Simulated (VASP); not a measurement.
# Rh (P6_3/mmc) in VASP: density of states with PBEsol

Aim: the density of states of Rh with PBEsol.

Program: VASP 6.6.1. These are calculated values, not measurements. Logs are shortened: lines on timing, memory, paths and dates and some standing lists are left out, and cuts for length are marked.

## (1) The cell of the first run

It takes space group P6_3/mmc (No. 194, hexagonal). Conventional cell: a = 2.692 Å, b = 2.692 Å, c = 8.798 Å, α = 90.00°, β = 90.00°, γ = 120.00°. Within 3.5 Å of Rh (site symmetry -6m2) lie 12 Rh at 2.69 Å. Rh (site symmetry -3m) has 12 Rh at 2.69 Å within 3.5 Å.

## (2) Density of states, PBEsol

Input file POSCAR:

```
Rh
1.0
    2.6917446234      0.0000000000      0.0000000000
   -1.3458723117      2.3311192244      0.0000000000
    0.0000000000      0.0000000000      8.7980701300
Rh
4
Direct
    0.6666666667      0.3333333333      0.7500000000
    0.0000000000      0.0000000000      0.5000000000
    0.3333333333      0.6666666667      0.2500000000
    0.0000000000      0.0000000000      0.0000000000
```

Input file INCAR.step1:

```
SYSTEM = Rh
PREC     = Accurate       ! precision mode
ENCUT    = 520            ! plane-wave cutoff, eV
EDIFF    = 1E-7           ! SCF threshold, eV
ISMEAR   = -1             ! smearing method
SIGMA    = 0.05           ! smearing width, eV
LREAL    = .FALSE.        ! projectors in reciprocal space
LASPH    = .TRUE.         ! aspherical terms in the spheres
NELM     = 80             ! most SCF steps
ALGO     = Normal         ! electronic algorithm
ISIF     = 2              ! what is computed and relaxed
LWAVE    = .FALSE.        ! write WAVECAR
LCHARG   = .TRUE.         ! write CHGCAR
LMAXMIX  = 4              ! l up to which the mixer works
GGA      = PS             ! functional
NBANDS   = 38             ! bands
```

Input file KPOINTS.step1:

```
Automatic mesh
0
G
  6 6 2
  0 0 0
```

Input file INCAR.step2:

```
SYSTEM = Rh
PREC     = Accurate       ! precision mode
ENCUT    = 520            ! plane-wave cutoff, eV
EDIFF    = 1E-7           ! SCF threshold, eV
ISMEAR   = -5             ! smearing method
SIGMA    = 0.05           ! smearing width, eV
LREAL    = .FALSE.        ! projectors in reciprocal space
LASPH    = .TRUE.         ! aspherical terms in the spheres
NELM     = 80             ! most SCF steps
ALGO     = Normal         ! electronic algorithm
ISIF     = 2              ! what is computed and relaxed
LWAVE    = .FALSE.        ! write WAVECAR
LCHARG   = .FALSE.        ! write CHGCAR
LMAXMIX  = 4              ! l up to which the mixer works
GGA      = PS             ! functional
LORBIT   = 10             ! projections on sites
NEDOS    = 1001           ! points of the DOS
ICHARG   = 11             ! starting density
```

Input file KPOINTS.step2:

```
Automatic mesh
0
G
  9 9 3
  0 0 0
```

Potentials or basis: VASP PAW PBE potentials, release 64 (Rh_pv).

Run with:

```console
$ cat potpaw_PBE.64/Rh_pv/POTCAR > POTCAR
$ cp INCAR.step1 INCAR
$ cp KPOINTS.step1 KPOINTS
$ mpirun -np 1 vasp_std > vasp.out
$ cp INCAR.step2 INCAR
$ cp KPOINTS.step2 KPOINTS
$ mpirun -np 1 vasp_std > vasp.out
```

OUTCAR:

```text
SYSTEM = Rh
   PREC = Accurate
   ENCUT = 520
   EDIFF = 1E-7
   ISMEAR = -5
   LREAL = .FALSE.
   LASPH = .TRUE.
   NELM = 80
   ISIF = 2
   GGA = PS
   LORBIT = 10
   ICHARG = 11

 ion  position               nearest neighbor table
   1  0.667  0.333  0.750-   2 2.69   4 2.69   2 2.69   4 2.69   2 2.69   4 2.69
   2  0.000  0.000  0.500-   1 2.69   3 2.69   1 2.69   3 2.69   1 2.69   3 2.69
   3  0.333  0.667  0.250-   2 2.69   4 2.69   2 2.69   4 2.69   2 2.69   4 2.69
   4  0.000  0.000  0.000-   1 2.69   3 2.69   1 2.69   3 2.69   1 2.69   3 2.69

  LATTYP: Found a hexagonal cell.
 ALAT       =     2.6917446234
 C/A-ratio  =     3.2685382014

  Lattice vectors:

 A1 = (   2.6917446234,   0.0000000000,   0.0000000000)
 A2 = (  -1.3458723117,   2.3311192244,   0.0000000000)
 A3 = (   0.0000000000,   0.0000000000,   8.7980701300)

Analysis of symmetry for initial positions (statically):
=====================================================================
 Subroutine PRICEL returns:
 Original cell was already a primitive cell.

 Routine SETGRP: Setting up the symmetry group for a
 hexagonal supercell.

 Subroutine GETGRP returns: Found 24 space group operations
 (whereof 12 operations were pure point group operations)
 out of a pool of 24 trial point group operations.

The static configuration has the point symmetry D_3d.
 The point group associated with its full space group is D_6h.

Analysis of symmetry for dynamics (positions and initial velocities):
=====================================================================
 Subroutine PRICEL returns:
 Original cell was already a primitive cell.

 Routine SETGRP: Setting up the symmetry group for a
 hexagonal supercell.

 Subroutine GETGRP returns: Found 24 space group operations
 (whereof 12 operations were pure point group operations)
 out of a pool of 24 trial point group operations.

The dynamic configuration has the point symmetry D_3d.
 The point group associated with its full space group is D_6h.

 Subroutine INISYM returns: Found 24 space group operations
 (whereof 12 operations are pure point group operations),
 and found     1 'primitive' translations

----------------------------------------------------------------------------------------

                                     Primitive cell

  volume of cell :      55.2059

  direct lattice vectors                    reciprocal lattice vectors
     2.691744623  0.000000000  0.000000000     0.371506268  0.214489244  0.000000000
    -1.345872312  2.331119224  0.000000000     0.000000000  0.428978488  0.000000000
     0.000000000  0.000000000  8.798070130     0.000000000  0.000000000  0.113661290

  length of vectors
     2.691744623  2.691744623  8.798070130     0.428978488  0.428978488  0.113661290

  position of ions in fractional coordinates (direct lattice)
     0.666666667  0.333333333  0.750000000
     0.000000000  0.000000000  0.500000000
     0.333333333  0.666666667  0.250000000
     0.000000000  0.000000000  0.000000000

  ion indices of the primitive-cell ions
   primitive index   ion index
                 1           1
                 2           2
                 3           3
                 4           4

----------------------------------------------------------------------------------------

 KPOINTS: Automatic mesh

Automatic generation of k-mesh.
 Grid dimensions read from file:
 generate k-points for:    9    9    3

 Generating k-lattice:

  Cartesian coordinates                     Fractional coordinates (reciprocal lattice)
     0.041278474  0.023832138  0.000000000     0.111111111  0.000000000  0.000000000
     0.000000000  0.047664276  0.000000000     0.000000000  0.111111111  0.000000000
     0.000000000  0.000000000  0.037887097     0.000000000  0.000000000  0.333333333

  Length of vectors
     0.047664276  0.047664276  0.037887097

  Shift w.r.t. Gamma in fractional coordinates (k-lattice)
     0.000000000  0.000000000  0.000000000

 TETIRR: Found    207 inequivalent tetrahedra from     1458

 Subroutine IBZKPT returns following result:
 ===========================================

 Found     24 irreducible k-points:

 Following reciprocal coordinates:
            Coordinates               Weight
  0.000000  0.000000  0.000000      1.000000
  0.111111  0.000000  0.000000      6.000000
  0.222222 -0.000000  0.000000      6.000000
  0.333333  0.000000  0.000000      6.000000
  0.444444 -0.000000  0.000000      6.000000
  0.111111  0.111111  0.000000      6.000000
[... 16 lines left out ...]
  0.333333  0.222222  0.333333     24.000000
  0.333333  0.333333  0.333333      4.000000
   k-points           NKPTS =     24   k-points in BZ     NKDIM =     24   number of bands    NBANDS=     36
   number of dos      NEDOS =   1001   number of ions     NIONS =      4
   total plane-waves  NPLWV =  28000
   dimension x,y,z NGX =    20 NGY =   20 NGZ =   70
   dimension x,y,z NGXF=    40 NGYF=   40 NGZF=  140
   ions per type =               4
   NGX,Y,Z   is equivalent  to a cutoff of  12.35, 12.35, 13.23 a.u.
   NGXF,Y,Z  is equivalent  to a cutoff of  24.70, 24.70, 26.45 a.u.
 SYSTEM =  Rh
   PREC   = accura    normal or accurate (medium, high low for compatibility)
   ISTART =      0    job   : 0-new  1-cont  2-samecut
   ICHARG =     11    charge: 1-file 2-atom 10-const
   ISPIN  =      1    spin polarized calculation?
   LNONCOLLINEAR =      F non collinear calculations
   LSORBIT =      F    spin-orbit coupling
   LASPH  =      T    aspherical Exc in radial PAW
   ENCUT  =  520.0 eV  38.22 Ry    6.18 a.u.   5.00  5.00 16.36*2*pi/ulx,y,z
   NELM   =     80;   NELMIN=  2; NELMDL=  0     # of ELM steps
   EDIFF  = 0.1E-06   stopping-criterion for ELM
   LREAL  =      F    real-space projection
   EDIFFG = 0.1E-05   stopping-criterion for IOM
   NSW    =      0    number of steps for IOM
   IBRION =     -1    ionic relax: 0-MD 1-quasi-New 2-CG
   NFREE  =      0    steps in history (QN), initial steepest desc. (CG)
   ISIF   =      2    stress and relaxation
   ISYM   =      2    0-nonsym 1-usesym 2-fastsym
   POTIM  = 0.5000    time-step for ionic-motion
   TEBEG  =    0.0;   TEEND  =   0.0 temperature during run
   PSTRESS=    0.0 pullay stress
   NELECT =      60.0000    total number of electrons
   NUPDOWN=      -1.0000    fix difference up-down
   EMIN   =  10.00;   EMAX   =-10.00  energy-range for DOS
   EFERMI =   0.00;   METHOD = LEGACY
   ISMEAR =    -5;   SIGMA  =   0.05  broadening in eV -4-tet -1-fermi 0-gaus
   EFERMI_NEDOS =   21; number of points for ismear=-14 and -15
   IALGO  =     38    algorithm
   IMIX   =      4    mixing-type and parameters
     AMIX     =   0.40;   BMIX     =  1.00
     AMIX_MAG =   1.60;   BMIX_MAG =  1.00
  volume/ion in A,a.u.               =      13.80        93.14
  Fermi-wavevector in a.u.,A,eV,Ry     =   1.683178  3.180745 38.546496  2.833088
  Thomas-Fermi vector in A             =   2.766425
   LORBIT       =     10    0 simple, 1 ext, 2 COOP (PROOUT), +10 PAW based schemes
   GGA     = PS    functional components
   LHFCALC =     F    Hartree Fock is set to
   AEXX    =    0.0000 exact exchange contribution
   IVDW    =     0    specifies the selected vdW correction
   LEPSILON=     F    determine dielectric tensor
   LRPA    =     F    only Hartree local field effects (RPA)
 non-spin polarized calculation
 Fermi weights with tetrahedron method with Bloechl corrections
  energy-cutoff  :      520.00
  volume of cell :       55.21
 maximum number of plane-waves:      1505
 NGX is ok and might be reduce to    20

 number of electron      59.9999994 magnetization

 Free energy of the ion-electron system (eV)
  ---------------------------------------------------
  ext. energy  EPLUGINS =         0.00000000
  ---------------------------------------------------
  free energy    TOTEN  =       -32.44455863 eV

  energy without entropy =      -32.44455863  energy(sigma->0) =      -32.44455863

 E-fermi :  11.6864     XC(G=0): -14.1934

 val. band max:       12.0887263003   @ k =   0.4444  -0.0000   0.0000
 cond. band min:      11.5745672425   @ k =   0.0000   0.0000   0.3333
 fundamental gap:     -0.5141590578
 Fermi energy:        11.6864061221

 k-point     1 :       0.0000    0.0000    0.0000
  band No.  band energies     occupation
      1     -35.4040      2.00000
      2     -35.0585      2.00000
      3     -35.0373      2.00000
      4     -34.7201      2.00000
      5     -34.7201      2.00000
      6     -34.6843      2.00000
[... 28 lines left out ...]
     35      12.1141      0.00000
     36      12.3082      0.00000

 k-point     2 :       0.1111    0.0000    0.0000
  band No.  band energies     occupation
      1     -35.3761      2.00000
      2     -35.0631      2.00000
      3     -35.0447      2.00000
      4     -34.7844      2.00000
      5     -34.7406      2.00000
      6     -34.7356      2.00000
[... 28 lines left out ...]
     35      12.1642      0.00000
     36      14.5731      0.00000

 k-point     3 :       0.2222   -0.0000    0.0000
  band No.  band energies     occupation
      1     -35.3009      2.00000
      2     -35.0991      2.00000
      3     -35.0981      2.00000
      4     -34.9397      2.00000
      5     -34.8712      2.00000
      6     -34.8123      2.00000
[... 28 lines left out ...]
     35      12.2741      0.00000
     36      17.1606      0.00000
[... 742 lines left out ...]
 k-point    23 :       0.3333    0.2222    0.3333
  band No.  band energies     occupation
      1     -35.2495      2.00000
      2     -35.2257      2.00000
      3     -35.1906      2.00000
      4     -35.1787      2.00000
      5     -35.0192      2.00000
      6     -35.0134      2.00000
[... 28 lines left out ...]
     35      18.1596      0.00000
     36      18.7930      0.00000

 k-point    24 :       0.3333    0.3333    0.3333
  band No.  band energies     occupation
      1     -35.1999      2.00000
      2     -35.1810      2.00000
      3     -35.1810      2.00000
      4     -35.1323      2.00000
      5     -35.0794      2.00000
      6     -35.0794      2.00000
[... 28 lines left out ...]
     35      18.5135      0.00000
     36      18.9373      0.00000

------------------------ aborting loop because EDIFF is reached ----------------------------------------

  FORCE on cell =-STRESS in cart. coord.  units (eV):
  Direction    XX          YY          ZZ          XY          YZ          ZX
  --------------------------------------------------------------------------------------
  -------------------------------------------------------------------------------------
  Total       -0.6112708     -0.6112708     -5.8697497      0.0000000      0.0000000      0.0000000
  in kB      -17.7401974    -17.7401974   -170.3508890      0.0000000      0.0000000      0.0000000
  external PRESSURE =     -68.6104279 kB  Pullay stress =       0.0000000 kB

 VOLUME and BASIS-vectors are now :
 -----------------------------------------------------------------------------
  energy-cutoff  :      520.00
  volume of cell :       55.21
      direct lattice vectors                 reciprocal lattice vectors
     2.691744623  0.000000000  0.000000000     0.371506268  0.214489244  0.000000000
    -1.345872312  2.331119224  0.000000000     0.000000000  0.428978488  0.000000000
     0.000000000  0.000000000  8.798070130     0.000000000  0.000000000  0.113661290

 POSITION                                       TOTAL-FORCE (eV/Angst)
 -----------------------------------------------------------------------------------
      1.34587      0.77704      6.59855         0.000000      0.000000      0.000000
      0.00000      0.00000      4.39904        -0.000000      0.000000      0.000000
     -0.00000      1.55408      2.19952        -0.000000      0.000000     -0.000000
      0.00000      0.00000      0.00000        -0.000000      0.000000      0.000000
 -----------------------------------------------------------------------------------
    total drift:                                0.000000     -0.000000     -0.000000

  FREE ENERGIE OF THE ION-ELECTRON SYSTEM (eV)
  ---------------------------------------------------
  free  energy   TOTEN  =       -32.4445586307 eV

  energy  without entropy=      -32.4445586307  energy(sigma->0) =      -32.44455863

 total charge

# of ion       s       p       d       tot
------------------------------------------
    1        0.406   6.305   7.062  13.773
    2        0.406   6.303   7.049  13.758
    3        0.406   6.305   7.062  13.773
    4        0.406   6.303   7.049  13.758
--------------------------------------------------
tot          1.624  25.217  28.221  55.062
```

Run time: 57 s. Hardware: 1 thread of Intel Xeon 6975P-C, shared host; peak memory 0.17 GiB.

Results:

| Property | Result |
| --- | --- |
| Valence electrons inside the program's atomic spheres | Rh 13.77, 13.76 |

Caveat: the k points lie up to 0.45 Å⁻¹ apart; the PAW data sets were made with another functional, which shifts forces and pressure a little; tetrahedron occupations give inexact forces and stress in metals.
